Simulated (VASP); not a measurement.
# Al (P-1) in VASP: a series of runs

Runs on Al. Level: PBE. Tasks: single point.

Everything below comes from runs of VASP 6.6.1. Logs are shortened: lines on timing, memory, paths and dates and some standing lists are left out, and cuts for length are marked.

### 1 The cell of the first run

The typed cell holds 4 atoms: a = 2.802 Å, b = 2.802 Å, c = 9.246 Å, α = 81.87°, β = 91.16°, γ = 109.47°.

### 2 Single point, PBE

INCAR

```
  PREC = Accurate
  ENCUT = 520
  EDIFF = 1E-7
  ISMEAR = 0
  SIGMA = 0.15
  LREAL = F
  LASPH = T
  NELM = 100
  ALGO = Fast
  ISIF = 2
  LWAVE = F
  LCHARG = F
  GGA = PE
  NBANDS = 14
```

KPOINTS

```
regular mesh
0
Gamma
  16 16 5
```

POSCAR

```
Al
1.0
   -1.6174623135      1.6174623135     -1.6174623135
   -1.6174623135     -1.6174623135      1.6174623135
   -0.9704773881      5.8228643288      7.1168341796
Al
4
Direct
   -0.0875000000     -0.4375000000      0.8750000000
    0.4875000000      0.4375000000      0.1250000000
   -0.0375000000     -0.1875000000      0.3750000000
    0.4375000000      0.1875000000      0.6250000000
```

Potentials or basis: VASP PAW PBE potentials, release 64 (Al).

Launch:

```bash
$ cat potpaw_PBE.64/Al/POTCAR > POTCAR
$ mpirun -np 1 vasp_std > vasp.out
```

OUTCAR:

```text
PREC = Accurate
   ENCUT = 520
   EDIFF = 1E-7
   ISMEAR = 0
   LREAL = F
   LASPH = T
   NELM = 100
   ISIF = 2
   GGA = PE

 ion  position               nearest neighbor table
   1  0.913  0.562  0.875-   2 2.55   4 2.80   4 2.80   2 2.84   4 3.23   4 3.23
   2  0.487  0.438  0.125-   1 2.55   3 2.80   3 2.80   1 2.84   3 3.23   3 3.23
   3  0.962  0.812  0.375-   2 2.80   4 2.80   4 2.80   2 2.80   4 3.23   2 3.23   2 3.23   4 3.23

   4  0.438  0.188  0.625-   3 2.80   1 2.80   3 2.80   1 2.80   1 3.23   3 3.23   3 3.23   1 3.23

  LATTYP: Found a triclinic cell.
 ALAT       =     4.5748742808
 B/A-ratio  =     0.6123724357
 C/A-ratio  =     2.0211382932
 COS(alpha) =     0.0201989291
 COS(beta)  =     0.0989541392
 COS(gamma) =     0.8164965809

  Lattice vectors:

 A1 = (   0.0000000000,  -3.2349246270,   3.2349246270)
 A2 = (   1.6174623135,  -1.6174623135,   1.6174623135)
 A3 = (  -0.9704773881,   5.8228643288,   7.1168341796)

Analysis of symmetry for initial positions (statically):
=====================================================================
 Subroutine PRICEL returns:
 Original cell was already a primitive cell.

 Routine SETGRP: Setting up the symmetry group for a
 triclinic supercell.

 Subroutine GETGRP returns: Found  2 space group operations
 (whereof  1 operations were pure point group operations)
 out of a pool of  2 trial point group operations.

The static configuration has the point symmetry C_1 .
 The point group associated with its full space group is S_2 .

Analysis of symmetry for dynamics (positions and initial velocities):
=====================================================================
 Subroutine PRICEL returns:
 Original cell was already a primitive cell.

 Routine SETGRP: Setting up the symmetry group for a
 triclinic supercell.

 Subroutine GETGRP returns: Found  2 space group operations
 (whereof  1 operations were pure point group operations)
 out of a pool of  2 trial point group operations.

The dynamic configuration has the point symmetry C_1 .
 The point group associated with its full space group is S_2 .

 Subroutine INISYM returns: Found  2 space group operations
 (whereof  1 operations are pure point group operations),
 and found     1 'primitive' translations

----------------------------------------------------------------------------------------

                                     Primitive cell

  volume of cell :      67.7053

[... 99 lines left out ...]
   ISYM   =      2    0-nonsym 1-usesym 2-fastsym
   POTIM  = 0.5000    time-step for ionic-motion
   TEBEG  =    0.0;   TEEND  =   0.0 temperature during run
   PSTRESS=    0.0 pullay stress
   NELECT =      12.0000    total number of electrons
   NUPDOWN=      -1.0000    fix difference up-down
   EMIN   =  10.00;   EMAX   =-10.00  energy-range for DOS
   EFERMI =   0.00;   METHOD = LEGACY
   ISMEAR =     0;   SIGMA  =   0.15  broadening in eV -4-tet -1-fermi 0-gaus
   EFERMI_NEDOS =   21; number of points for ismear=-14 and -15
   IALGO  =     68    algorithm
   IMIX   =      4    mixing-type and parameters
     AMIX     =   0.40;   BMIX     =  1.00
     AMIX_MAG =   1.60;   BMIX_MAG =  1.00
  volume/ion in A,a.u.               =      16.93       114.22
  Fermi-wavevector in a.u.,A,eV,Ry     =   0.919590  1.737774 11.505718  0.845646
  Thomas-Fermi vector in A             =   2.044801
   LORBIT       =      0    0 simple, 1 ext, 2 COOP (PROOUT), +10 PAW based schemes
   GGA     = PE    functional components
   LHFCALC =     F    Hartree Fock is set to
   AEXX    =    0.0000 exact exchange contribution
   IVDW    =     0    specifies the selected vdW correction
   LEPSILON=     F    determine dielectric tensor
   LRPA    =     F    only Hartree local field effects (RPA)
 non-spin polarized calculation
 RMM-DIIS sequential band-by-band and
 Gauss-broadening in eV      SIGMA  =   0.15
  energy-cutoff  :      520.00
  volume of cell :       67.71
 maximum number of plane-waves:      1843
 NGX is ok and might be reduce to    24
   NGX = 11   NGY = 11   NGZ = 35

 number of electron      12.0000000 magnetization

 Free energy of the ion-electron system (eV)
  ---------------------------------------------------
  ext. energy  EPLUGINS =         0.00000000
  ---------------------------------------------------
  free energy    TOTEN  =       -14.53493703 eV

  energy without entropy =      -14.51474032  energy(sigma->0) =      -14.52483867

 E-fermi :   7.6925     XC(G=0): -10.1002

 val. band max:        7.6907796706   @ k =  -0.4375  -0.4375   0.2000
 cond. band min:       7.6945910803   @ k =   0.0625   0.5000   0.0000
 fundamental gap:      0.0038114098
 Fermi energy:         7.6925441197

 k-point     1 :       0.0000    0.0000    0.0000
  band No.  band energies     occupation
      1      -3.2298      2.00000
      2      -1.4756      2.00000
      3      -1.4678      2.00000
      4       3.4730      2.00000
      5       3.9037      2.00000
      6      11.8264      0.00000
      7      11.9671      0.00000
      8      15.9144      0.00000
      9      16.1272      0.00000
     10      16.5703      0.00000
     11      16.7392      0.00000
     12      17.3875      0.00000
     13      17.8840      0.00000
     14      18.1117      0.00000
[... 377 lines left out ...]
      1      -2.9255      2.00000
      2      -1.2369      2.00000
      3      -1.1053      2.00000
      4       3.7204      2.00000
      5       4.2354      2.00000
      6      11.9232      0.00000
      7      12.3433      0.00000
      8      12.9521      0.00000
      9      14.0804      0.00000
     10      14.8254      0.00000
     11      17.0404      0.00000
     12      17.1074      0.00000
     13      17.8875      0.00000
     14      18.1219      0.00000

 [... further k-points ...]
[... 5 lines left out ...]
  --------------------------------------------------------------------------------------
  -------------------------------------------------------------------------------------
  Total       -0.2957738      0.3431359      1.4717191      0.1912758      0.2598396      0.3327471
  in kB       -6.9991896      8.1199663     34.8267556      4.5263487      6.1488432      7.8741255
  external PRESSURE =      11.9825108 kB  Pullay stress =       0.0000000 kB

 VOLUME and BASIS-vectors are now :
 -----------------------------------------------------------------------------
  energy-cutoff  :      520.00
  volume of cell :       67.71
      direct lattice vectors                 reciprocal lattice vectors
    -1.617462313  1.617462313 -1.617462313    -0.309126213  0.146834951 -0.162291262
    -1.617462313 -1.617462313  1.617462313    -0.309126213 -0.193203883  0.115922330
    -0.970477388  5.822864329  7.116834180     0.000000000  0.077281553  0.077281553

 POSITION                                       TOTAL-FORCE (eV/Angst)
 -----------------------------------------------------------------------------------
     -3.23492      5.66112      5.66112        -0.181592     -0.202275     -0.640148
     -1.61746      0.80873      0.80873         0.181592      0.202275      0.640148
     -3.23492      2.42619      2.42619        -0.008643     -0.025819     -0.030522
     -1.61746      4.04366      4.04366         0.008643      0.025819      0.030522
 -----------------------------------------------------------------------------------
    total drift:                               -0.000000      0.000000      0.000000

  FREE ENERGIE OF THE ION-ELECTRON SYSTEM (eV)
  ---------------------------------------------------
  free  energy   TOTEN  =       -14.5349370292 eV

  energy  without entropy=      -14.5147403178  energy(sigma->0) =      -14.52483867
```

stdout:

```text
POSCAR found type information on POSCAR Al
 POSCAR found :  1 types and       4 ions
 scaLAPACK will be used
 LDA part: xc-table for (Slater+PW92), standard interpolation
 POSCAR, INCAR and KPOINTS ok, starting setup
 FFT: planning ... GRIDC
 FFT: planning ... GRID_SOFT
 FFT: planning ... GRID
 WAVECAR not read
 entering main loop
```

Run time: 14 min. Hardware: 1 thread of AMD EPYC 7R13, shared host; peak memory 0.5 GiB.

What came out:

* Free energy: -14.5349 eV
* Pressure: 1.2 GPa
* Largest force: 0.695 eV/Å
* Band gap on the k mesh: zero (band 6 reaches 12.00 eV, above the bottom of band 7 at 5.48 eV)

Forces on the atoms (eV/Å):
```
Al  -0.182 -0.202 -0.640
Al   0.182  0.202  0.640
Al  -0.009 -0.026 -0.031
Al   0.009  0.026  0.031
```

### 3 Single point, PBE

INCAR

```
PREC = Accurate ; ENCUT = 520
EDIFF = 1E-6 ; ISMEAR = 0
SIGMA = 0.15 ; LREAL = False
LASPH = True ; NELM = 80
ALGO = Fast ; ISIF = 2
LWAVE = False ; LCHARG = False
GGA = PE ; NBANDS = 14
```

KPOINTS

```
Automatic mesh
0
Gamma
  16 16 5
```

POSCAR

```
Al
1.0
   -1.6174623135      1.6174623135     -1.6174623135
   -1.6174623135     -1.6174623135      1.6174623135
   -1.2939698508      6.1463567915      6.7933417169
Al
4
Direct
   -0.2625000000     -0.4375000000      0.8750000000
    0.4625000000      0.4375000000      0.1250000000
   -0.1125000000     -0.1875000000      0.3750000000
    0.3125000000      0.1875000000      0.6250000000
```

Potentials or basis: VASP PAW PBE potentials, release 64 (Al).

Launch:

```bash
$ cat potpaw_PBE.64/Al/POTCAR > POTCAR
$ mpirun -np 1 vasp_std > vasp.out
```

Wall time 11 min (1 thread of AMD EPYC 7R13, shared host); peak memory 0.5 GiB.

Results (log left out):

```yaml
Free_energy: -14.2275 eV
Pressure: 3.2 GPa
Largest_force: 1.947 eV/Å
Band_gap_on_the_k_mesh: zero (band 6 reaches 11.91 eV, above the bottom of band 7 at 5.46 eV)
```

Forces on the atoms (eV/Å):
```
Al  -0.325 -0.916 -1.687
Al   0.325  0.916  1.687
Al  -0.013 -0.053 -0.054
Al   0.013  0.053  0.054
```

Stress tensor (GPa, compression positive):
```
-0.43  1.08  1.35
 1.08  2.33  3.71
 1.35  3.71  7.83
```

Levels at points of the mesh, in eV from the Fermi level:
| k point | band 3 | band 4 | band 5 | band 6 | band 7 | band 8 | band 9 | band 10 |
| --- | --- | --- | --- | --- | --- | --- | --- | --- |
| (0.00, 0.00, 0.00) | -9.14 | -4.23 | -3.76 | 3.99 | 4.31 | 8.30 | 8.44 | 8.74 |
| (0.50, 0.00, 0.00) | -4.49 | -4.46 | -3.76 | -3.11 | -0.18 | 0.24 | 1.89 | 2.31 |
| (0.00, 0.50, 0.00) | -4.81 | -4.68 | -3.35 | -2.73 | -0.79 | -0.26 | 2.58 | 3.00 |
| (0.50, 0.50, 0.00) | -2.79 | -2.61 | -1.97 | -1.88 | 1.07 | 2.20 | 2.40 | 2.46 |

Caveat: forces of over 1 eV/Å act on the atoms, so gaps and moduli don't describe the material at rest.

### 4 Single point, PBE

INCAR

```
  ALGO = Fast
  EDIFF = 1E-6
  ENCUT = 520
  GGA = PE
  ISIF = 2
  ISMEAR = 0
  LASPH = True
  LCHARG = True
  LELF = True
  LREAL = False
  LVHAR = True
  LWAVE = False
  NBANDS = 14
  NELM = 60
  PREC = Accurate
  SIGMA = 0.15
```

KPOINTS

```
k-points
0
Gamma
  16 16 5
```

POSCAR

```
Al
1.0
   -1.6174623135      1.6174623135     -1.6174623135
   -1.6174623135     -1.6174623135      1.6174623135
   -1.2939698508      5.4993718661      7.4403266423
Al
4
Direct
   -0.0875000000     -0.6125000000      0.8750000000
    0.4875000000      0.4125000000      0.1250000000
   -0.0375000000     -0.2625000000      0.3750000000
    0.4375000000      0.0625000000      0.6250000000
```

Potentials or basis: VASP PAW PBE potentials, release 64 (Al).

Launch:

```bash
$ cat potpaw_PBE.64/Al/POTCAR > POTCAR
$ mpirun -np 1 vasp_std > vasp.out
```

OUTCAR:

```text
EDIFF = 1E-6
   ENCUT = 520
   GGA = PE
   ISIF = 2
   ISMEAR = 0
   LASPH = True
   LREAL = False
   NELM = 60
   PREC = Accurate

 ion  position               nearest neighbor table
   1  0.913  0.388  0.875-   2 2.69   2 2.78   4 2.80   4 2.80   2 3.14   4 3.23   4 3.23
   2  0.487  0.413  0.125-   1 2.69   1 2.78   3 2.80   3 2.80   1 3.14   3 3.23   3 3.23
   3  0.962  0.737  0.375-   4 2.80   2 2.80   2 2.80   4 2.80   2 3.23   4 3.23   4 3.23   2 3.23

   4  0.438  0.062  0.625-   3 2.80   1 2.80   3 2.80   1 2.80   1 3.23   3 3.23   1 3.23   3 3.23
[... 611 lines left out ...]

 [... further k-points ...]
[... 5 lines left out ...]
  --------------------------------------------------------------------------------------
  -------------------------------------------------------------------------------------
  Total       -0.3271109      0.2643881      0.5957355     -0.2093283     -0.1640143     -0.1058234
  in kB       -7.7407512      6.2564801     14.0974824     -4.9535440     -3.8812342     -2.5042054
  external PRESSURE =       4.2044038 kB  Pullay stress =       0.0000000 kB

 VOLUME and BASIS-vectors are now :
 -----------------------------------------------------------------------------
  energy-cutoff  :      520.00
  volume of cell :       67.71
      direct lattice vectors                 reciprocal lattice vectors
    -1.617462313  1.617462313 -1.617462313    -0.309126213  0.146834951 -0.162291262
    -1.617462313 -1.617462313  1.617462313    -0.309126213 -0.208660194  0.100466019
    -1.293969851  5.499371866  7.440326642     0.000000000  0.077281553  0.077281553

 POSITION                                       TOTAL-FORCE (eV/Angst)
 -----------------------------------------------------------------------------------
     -3.23492      5.66112      5.66112         0.074447     -0.069636     -0.217082
     -1.61746      0.80873      0.80873        -0.074447      0.069636      0.217082
     -3.23492      2.42619      2.42619         0.003847     -0.002227     -0.031807
     -1.61746      4.04366      4.04366        -0.003847      0.002227      0.031807
 -----------------------------------------------------------------------------------
    total drift:                               -0.000000     -0.000000     -0.000000

  FREE ENERGIE OF THE ION-ELECTRON SYSTEM (eV)
  ---------------------------------------------------
  free  energy   TOTEN  =       -14.6219471635 eV

  energy  without entropy=      -14.6025915798  energy(sigma->0) =      -14.61226937
```

Wall time 12 min (1 thread of AMD EPYC 7R13, shared host); peak memory 0.5 GiB.

What came out:

| Item | Value |
| --- | --- |
| Free energy | -14.6219 eV |
| Pressure | 0.4 GPa |
| Largest force | 0.240 eV/Å |
| Band gap on the k mesh | zero (band 6 reaches 12.06 eV, above the bottom of band 7 at 5.50 eV) |

Forces in eV/Å, atoms in the order of the input:
```
Al   0.074 -0.070 -0.217
Al  -0.074  0.070  0.217
Al   0.004 -0.002 -0.032
Al  -0.004  0.002  0.032
```

### 5 Summary

| cell | further INCAR settings | gap on the mesh (eV) | pressure (GPa) | largest force (eV/Å) |
| --- | --- | --- | --- | --- |
| a = 2.802, b = 2.802, c = 9.246 Å, angles 81.9, 91.2, 109.5°, 4 atoms | ALGO = Fast; EDIFF = 1e-07; NBANDS = 14 | none | 1.2 | 0.70 |
| a = 2.802, b = 2.802, c = 9.252 Å, angles 83.0, 87.7, 109.5°, 4 atoms | ALGO = Fast; EDIFF = 1e-06; NBANDS = 14 | none | 3.2 | 1.95 |
| a = 2.802, b = 2.802, c = 9.342 Å, angles 78.5, 92.3, 109.5°, 4 atoms | ALGO = Fast; EDIFF = 1e-06; NBANDS = 14 | none | 0.4 | 0.24 |

Alike in all rows: task single point; level PBE; potentials or basis VASP PAW PBE potentials, release 64 (Al); no spin polarisation; k mesh 16 × 16 × 5; cutoff (eV) 520; smearing gaussian 0.15 eV.

Caveats: forces of over 1 eV/Å act on the atoms, so gaps and moduli don't describe the material at rest (some runs).

Total energies depend on the potentials used, so only differences within one code and one set of settings carry meaning.
